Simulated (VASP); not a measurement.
Here is a VASP 6.6.1 calculation.

Contents of INCAR:

```
SYSTEM = AlRu
ALGO = Normal ; EDIFF = 1E-6
ENCUT = 520 ; GGA = PE
ISIF = 2 ; ISMEAR = -1
LASPH = .TRUE. ; LCHARG = .TRUE.
LELF = .TRUE. ; LREAL = .FALSE.
LVHAR = .TRUE. ; LWAVE = .FALSE.
NBANDS = 16 ; NELM = 80
PREC = Accurate ; SIGMA = 0.05
```

The input KPOINTS:

```
k-points
0
G
  10 10 10
  0 0 0
```

Contents of POSCAR:

```
AlRu
1.0
    2.9715215427      0.0000000000      0.0000000000
    0.0000000000      2.9715215427      0.0000000000
    0.0000000000      0.0000000000      2.9715215427
Al Ru
1 1
Direct
    0.0000000000      0.0000000000      0.0000000000
    0.5000000000      0.5000000000      0.5000000000
```

Potentials or basis: VASP PAW PBE potentials, release 64 (Al, Ru_pv).

Command:

```bash
$ cat potpaw_PBE.64/Al/POTCAR potpaw_PBE.64/Ru_pv/POTCAR > POTCAR
$ mpirun -np 1 vasp_std > vasp.out
```

**Question.** Estimate the pressure.

**Answer.** 7.1 GPa.
